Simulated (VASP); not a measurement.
Wanted: the native input for a VASP 6.6.1 run.

```yaml
Task: single point
Functional: PBEsol
Potentials_or_basis: VASP PAW PBE potentials, release 64 (Fe)
Cutoff: 520 eV
k_mesh: 16 × 16 × 9
Occupations: fermi-dirac, width 0.1 eV
Spin: collinear spin, ferromagnetic start
Starting_moments: "[3.45, 3.45] μB"
Fixed_moment: 6.7 μB
Dipole_correction: no
Further_INCAR_settings: ALGO = Normal; EDIFF = 1e-07; NBANDS = 19
```

The structure of Fe lies in POSCAR:

```
Fe
1.0
    2.3470000000      0.0000000000      0.0000000000
   -1.1735000000      2.0325616200      0.0000000000
    0.0000000000      0.0000000000      3.7970000000
Fe
2
Direct
    0.3333333333      0.6666666667      0.2500000000
    0.6666666667      0.3333333333      0.7500000000
```

This isn't the form of Fe at room conditions, which is bcc.

One way to write it, as run:

INCAR

```
  PREC = Accurate
  ENCUT = 520
  EDIFF = 1E-7
  ISMEAR = -1
  SIGMA = 0.1
  LREAL = F
  LASPH = T
  NELM = 150
  ALGO = Normal
  ISIF = 2
  LWAVE = F
  LCHARG = F
  ISPIN = 2
  MAGMOM = 3.45 3.45
  LORBIT = 11
  NUPDOWN = 6.7
  LMAXMIX = 4
  GGA = PS
  NBANDS = 19
```

KPOINTS

```
regular mesh
0
Gamma
  16 16 9
```

Potentials or basis: VASP PAW PBE potentials, release 64 (Fe).

The run is started by

```console
$ cat potpaw_PBE.64/Fe/POTCAR > POTCAR
$ mpirun -np 1 vasp_std > vasp.out
```

Results of the run:

```
Pressure                                              : 137.8 GPa
Net moment                                            : 6.70 μB per cell
Site moments                                          : Fe +3.29 μB
Valence electrons inside the program's atomic spheres : Fe 7.88
```

Caveat: the cell stands under pressure; the PAW data sets were made with another functional, which shifts forces and pressure a little; the total moment is fixed, so each spin has its own Fermi level.

Wall time 2.5 min on 1 thread of AMD EPYC 7R13 (shared host), peak memory 0.16 GiB.
